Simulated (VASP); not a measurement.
# SnO2 (Fm-3m) in VASP: further runs, part 2 of 2

VASP 6.6.1. The steps go on from the part before.

### Step 5. Single point, PBE

File INCAR:

```
PREC = Accurate
ENCUT = 520
EDIFF = 1E-7
ISMEAR = 0
SIGMA = 0.027000000000000003
LREAL = F
LASPH = T
NELM = 60
ALGO = Normal
ISIF = 2
LWAVE = F
LCHARG = T
GGA = PE
LELF = T
LVHAR = T
NBANDS = 20
```

File KPOINTS:

```
Automatic mesh
0
Gamma
  9 9 9
```

File POSCAR:

```
SnO2
1.0
    0.0000000000      2.5741500000      2.5741500000
    2.5741500000      0.0000000000      2.5741500000
    2.5741500000      2.5741500000      0.0000000000
Sn O
1 2
Direct
    0.0000000000      0.0000000000      0.0000000000
    0.7500000000      0.7500000000      0.7500000000
    0.2500000000      0.2500000000      0.2500000000
```

Potentials or basis: VASP PAW PBE potentials, release 64 (Sn_d, O).

Command:

```
$ cat potpaw_PBE.64/Sn_d/POTCAR potpaw_PBE.64/O/POTCAR > POTCAR
$ mpirun -np 1 vasp_std > vasp.out
```

OUTCAR:

```text
PREC = Accurate
   ENCUT = 520
   EDIFF = 1E-7
   ISMEAR = 0
   LREAL = F
   LASPH = T
   NELM = 60
   ISIF = 2
   GGA = PE

 ion  position               nearest neighbor table
   1  0.000  0.000  0.000-   2 2.23   3 2.23   2 2.23   2 2.23   2 2.23   3 2.23   3 2.23   3 2.23

   2  0.750  0.750  0.750-   1 2.23   1 2.23   1 2.23   1 2.23
   3  0.250  0.250  0.250-   1 2.23   1 2.23   1 2.23   1 2.23

  LATTYP: Found a face centered cubic cell.
 ALAT       =     5.1483000000

  Lattice vectors:

 A1 = (   0.0000000000,   2.5741500000,   2.5741500000)
 A2 = (   2.5741500000,   0.0000000000,   2.5741500000)
 A3 = (   2.5741500000,   2.5741500000,   0.0000000000)

Analysis of symmetry for initial positions (statically):
=====================================================================
 Subroutine PRICEL returns:
 Original cell was already a primitive cell.

 Routine SETGRP: Setting up the symmetry group for a
 face centered cubic supercell.

 Subroutine GETGRP returns: Found 48 space group operations
 (whereof 48 operations were pure point group operations)
 out of a pool of 48 trial point group operations.

The static configuration has the point symmetry O_h .

Analysis of symmetry for dynamics (positions and initial velocities):
=====================================================================
 Subroutine PRICEL returns:
 Original cell was already a primitive cell.

 Routine SETGRP: Setting up the symmetry group for a
 face centered cubic supercell.

 Subroutine GETGRP returns: Found 48 space group operations
 (whereof 48 operations were pure point group operations)
 out of a pool of 48 trial point group operations.

The dynamic configuration has the point symmetry O_h .

 Subroutine INISYM returns: Found 48 space group operations
 (whereof 48 operations are pure point group operations),
 and found     1 'primitive' translations

----------------------------------------------------------------------------------------

                                     Primitive cell

  volume of cell :      34.1139

  direct lattice vectors                    reciprocal lattice vectors
     0.000000000  2.574150000  2.574150000    -0.194238875  0.194238875  0.194238875
     2.574150000  0.000000000  2.574150000     0.194238875 -0.194238875  0.194238875
     2.574150000  2.574150000  0.000000000     0.194238875  0.194238875 -0.194238875

  length of vectors
     3.640397842  3.640397842  3.640397842     0.336431600  0.336431600  0.336431600

  position of ions in fractional coordinates (direct lattice)
     0.000000000  0.000000000  0.000000000
     0.750000000  0.750000000  0.750000000
     0.250000000  0.250000000  0.250000000

  ion indices of the primitive-cell ions
   primitive index   ion index
                 1           1
                 2           2
                 3           3

----------------------------------------------------------------------------------------

 KPOINTS: Automatic mesh

Automatic generation of k-mesh.
 Grid dimensions read from file:
 generate k-points for:    9    9    9

 Generating k-lattice:

  Cartesian coordinates                     Fractional coordinates (reciprocal lattice)
    -0.021582097  0.021582097  0.021582097     0.111111111  0.000000000  0.000000000
     0.021582097 -0.021582097  0.021582097     0.000000000  0.111111111  0.000000000
     0.021582097  0.021582097 -0.021582097     0.000000000  0.000000000  0.111111111

  Length of vectors
     0.037381289  0.037381289  0.037381289

  Shift w.r.t. Gamma in fractional coordinates (k-lattice)
     0.000000000  0.000000000  0.000000000

 Subroutine IBZKPT returns following result:
 ===========================================

 Found     35 irreducible k-points:

 Following reciprocal coordinates:
            Coordinates               Weight
  0.000000  0.000000  0.000000      1.000000
  0.111111  0.000000  0.000000      8.000000
  0.222222  0.000000  0.000000      8.000000
  0.333333  0.000000  0.000000      8.000000
  0.444444  0.000000  0.000000      8.000000
  0.111111  0.111111  0.000000      6.000000
[... 16 lines left out ...]
 -0.333333  0.333333  0.000000     12.000000
  0.444444  0.444444  0.000000      6.000000
 [... further k-points ...]
   k-points           NKPTS =     35   k-points in BZ     NKDIM =     35   number of bands    NBANDS=     20
   number of dos      NEDOS =    301   number of ions     NIONS =      3
   total plane-waves  NPLWV =  21952
   dimension x,y,z NGX =    28 NGY =   28 NGZ =   28
   dimension x,y,z NGXF=    56 NGYF=   56 NGZF=   56
   ions per type =               1   2
   NGX,Y,Z   is equivalent  to a cutoff of  12.79, 12.79, 12.79 a.u.
   NGXF,Y,Z  is equivalent  to a cutoff of  25.57, 25.57, 25.57 a.u.
 SYSTEM =  unknown system
   PREC   = accura    normal or accurate (medium, high low for compatibility)
   ISTART =      0    job   : 0-new  1-cont  2-samecut
   ICHARG =      2    charge: 1-file 2-atom 10-const
   ISPIN  =      1    spin polarized calculation?
   LNONCOLLINEAR =      F non collinear calculations
   LSORBIT =      F    spin-orbit coupling
   LASPH  =      T    aspherical Exc in radial PAW
   ENCUT  =  520.0 eV  38.22 Ry    6.18 a.u.   6.77  6.77  6.77*2*pi/ulx,y,z
   NELM   =     60;   NELMIN=  2; NELMDL= -5     # of ELM steps
   EDIFF  = 0.1E-06   stopping-criterion for ELM
   LREAL  =      F    real-space projection
   EDIFFG = 0.1E-05   stopping-criterion for IOM
   NSW    =      0    number of steps for IOM
   IBRION =     -1    ionic relax: 0-MD 1-quasi-New 2-CG
   NFREE  =      0    steps in history (QN), initial steepest desc. (CG)
   ISIF   =      2    stress and relaxation
   ISYM   =      2    0-nonsym 1-usesym 2-fastsym
   POTIM  = 0.5000    time-step for ionic-motion
   TEBEG  =    0.0;   TEEND  =   0.0 temperature during run
   PSTRESS=    0.0 pullay stress
   NELECT =      26.0000    total number of electrons
   NUPDOWN=      -1.0000    fix difference up-down
   EMIN   =  10.00;   EMAX   =-10.00  energy-range for DOS
   EFERMI =   0.00;   METHOD = LEGACY
   ISMEAR =     0;   SIGMA  =   0.03  broadening in eV -4-tet -1-fermi 0-gaus
   EFERMI_NEDOS =   21; number of points for ismear=-14 and -15
   IALGO  =     38    algorithm
   IMIX   =      4    mixing-type and parameters
     AMIX     =   0.40;   BMIX     =  1.00
     AMIX_MAG =   1.60;   BMIX_MAG =  1.00
  volume/ion in A,a.u.               =      11.37        76.74
  Fermi-wavevector in a.u.,A,eV,Ry     =   1.495393  2.825884 30.425363  2.236201
  Thomas-Fermi vector in A             =   2.607544
   LORBIT       =      0    0 simple, 1 ext, 2 COOP (PROOUT), +10 PAW based schemes
   GGA     = PE    functional components
   LHFCALC =     F    Hartree Fock is set to
   AEXX    =    0.0000 exact exchange contribution
   IVDW    =     0    specifies the selected vdW correction
   LEPSILON=     F    determine dielectric tensor
   LRPA    =     F    only Hartree local field effects (RPA)
 non-spin polarized calculation
 Gauss-broadening in eV      SIGMA  =   0.03
  energy-cutoff  :      520.00
  volume of cell :       34.11
 maximum number of plane-waves:       941
   NGX = 13   NGY = 13   NGZ = 13

 number of electron      25.9999992 magnetization

 Free energy of the ion-electron system (eV)
  ---------------------------------------------------
  ext. energy  EPLUGINS =         0.00000000
  ---------------------------------------------------
  free energy    TOTEN  =       -17.91704787 eV

  energy without entropy =      -17.91691876  energy(sigma->0) =      -17.91698332

 E-fermi :   7.3065     XC(G=0): -11.6629

 val. band max:        7.2680437573   @ k =  -0.3333   0.4444   0.1111
 cond. band min:       8.3993416851   @ k =   0.1111   0.0000   0.0000
 fundamental gap:      1.1312979277
 Fermi energy:         7.3064868211

 k-point     1 :       0.0000    0.0000    0.0000
  band No.  band energies     occupation
      1     -13.2154      2.00000
      2     -13.2154      2.00000
      3     -13.2154      2.00000
      4     -13.0918      2.00000
      5     -13.0918      2.00000
      6     -11.9493      2.00000
[... 12 lines left out ...]
     19      22.4380      0.00000
     20      22.4380      0.00000
[... 507 lines left out ...]
 k-point    24 :       0.4444    0.4444    0.0000
  band No.  band energies     occupation
      1     -13.6898      2.00000
      2     -13.1518      2.00000
      3     -13.0777      2.00000
      4     -13.0777      2.00000
      5     -13.0537      2.00000
      6     -10.3787      2.00000
[... 12 lines left out ...]
     19      24.3781      0.00000
     20      24.8385      0.00000

 [... further k-points ...]

------------------------ aborting loop because EDIFF is reached ----------------------------------------

  FORCE on cell =-STRESS in cart. coord.  units (eV):
  Direction    XX          YY          ZZ          XY          YZ          ZX
  --------------------------------------------------------------------------------------
  -------------------------------------------------------------------------------------
  Total        0.0124246      0.0124246      0.0124246      0.0000000      0.0000000      0.0000000
  in kB        0.5835282      0.5835282      0.5835282      0.0000000      0.0000000      0.0000000
  external PRESSURE =       0.5835282 kB  Pullay stress =       0.0000000 kB

 VOLUME and BASIS-vectors are now :
 -----------------------------------------------------------------------------
  energy-cutoff  :      520.00
  volume of cell :       34.11
      direct lattice vectors                 reciprocal lattice vectors
     0.000000000  2.574150000  2.574150000    -0.194238875  0.194238875  0.194238875
     2.574150000  0.000000000  2.574150000     0.194238875 -0.194238875  0.194238875
     2.574150000  2.574150000  0.000000000     0.194238875  0.194238875 -0.194238875

 POSITION                                       TOTAL-FORCE (eV/Angst)
 -----------------------------------------------------------------------------------
      0.00000      0.00000      0.00000        -0.000000     -0.000000      0.000000
      3.86123      3.86123      3.86123         0.000000      0.000000      0.000000
      1.28707      1.28707      1.28707        -0.000000     -0.000000     -0.000000
 -----------------------------------------------------------------------------------
    total drift:                               -0.000000     -0.000000      0.000000

  FREE ENERGIE OF THE ION-ELECTRON SYSTEM (eV)
  ---------------------------------------------------
  free  energy   TOTEN  =       -17.9170478713 eV

  energy  without entropy=      -17.9169187602  energy(sigma->0) =      -17.91698332
```

stdout:

```text
POSCAR found type information on POSCAR SnO
 POSCAR found :  2 types and       3 ions
 scaLAPACK will be used
 LDA part: xc-table for (Slater+PW92), standard interpolation
 POSCAR, INCAR and KPOINTS ok, starting setup
 FFT: planning ... GRIDC
 FFT: planning ... GRID_SOFT
 FFT: planning ... GRID
 WAVECAR not read
 entering main loop
```

It took 17 s on 1 thread of Intel Xeon Platinum 8488C (Sapphire Rapids), shared host; peak memory 0.16 GiB.

Results:

* Free energy: -17.9170 eV
* Pressure: 0.1 GPa
* Band gap on the k mesh: zero (band 13 reaches 7.27 eV, above the bottom of band 14 at 7.16 eV)

Levels at points of the mesh, in eV from the Fermi level:
```csv
k point,band 9,band 10,band 11,band 12,band 13,band 14,band 15,band 16,band 17,band 18
"(0.00, 0.00, 0.00)",-2.74,-2.74,-1.26,-1.26,-1.26,-0.14,7.02,7.02,7.02,13.25
```

Caveat: spin-orbit coupling is left out, which moves the levels of the heavy elements.

### Step 6. Single point, PBE

File INCAR:

```
PREC = Accurate
ENCUT = 520
EDIFF = 1E-7
ISMEAR = 0
SIGMA = 0.028000000000000004
LREAL = False
LASPH = True
NELM = 80
ALGO = Normal
ISIF = 2
LWAVE = False
LCHARG = False
GGA = PE
NBANDS = 20
```

File KPOINTS:

```
regular mesh
0
Gamma
  9 9 9
```

POSCAR is that of step 5.

Potentials or basis: VASP PAW PBE potentials, release 64 (Sn_d, O).

Command:

```
$ cat potpaw_PBE.64/Sn_d/POTCAR potpaw_PBE.64/O/POTCAR > POTCAR
$ mpirun -np 1 vasp_std > vasp.out
```

Run time: 17 s. Hardware: 1 thread of Intel Xeon Platinum 8488C (Sapphire Rapids), shared host; peak memory 0.16 GiB.

Results (log left out):

```yaml
Free_energy: -17.9171 eV
Pressure: 0.1 GPa
Band_gap_on_the_k_mesh: zero (band 13 reaches 7.27 eV, above the bottom of band 14 at 7.16 eV)
```

Levels at points of the mesh, in eV from the Fermi level:
```csv
k point,band 10,band 11,band 12,band 13,band 14,band 15,band 16,band 17
"(0.00, 0.00, 0.00)",-2.75,-1.27,-1.27,-1.27,-0.14,7.02,7.02,7.02
```

Caveat: spin-orbit coupling is left out, which moves the levels of the heavy elements.

### Step 7. The runs side by side

```tsv
smearing	gap on the mesh (eV)	pressure (GPa)
gaussian 0.024 eV	none	0.1
gaussian 0.025 eV	none	0.1
gaussian 0.026 eV	none	0.1
gaussian 0.027 eV	none	0.1
gaussian 0.028 eV	none	0.1
```

Alike in all rows: task single point; level PBE; potentials or basis VASP PAW PBE potentials, release 64 (Sn_d, O); no spin polarisation; cell as given; k mesh 9 × 9 × 9; cutoff (eV) 520.

Every run on the cell as given and a fine mesh finds a metal.

Caveats: spin-orbit coupling is left out, which moves the levels of the heavy elements.

Absolute energies hang on the potentials; compare differences alone.
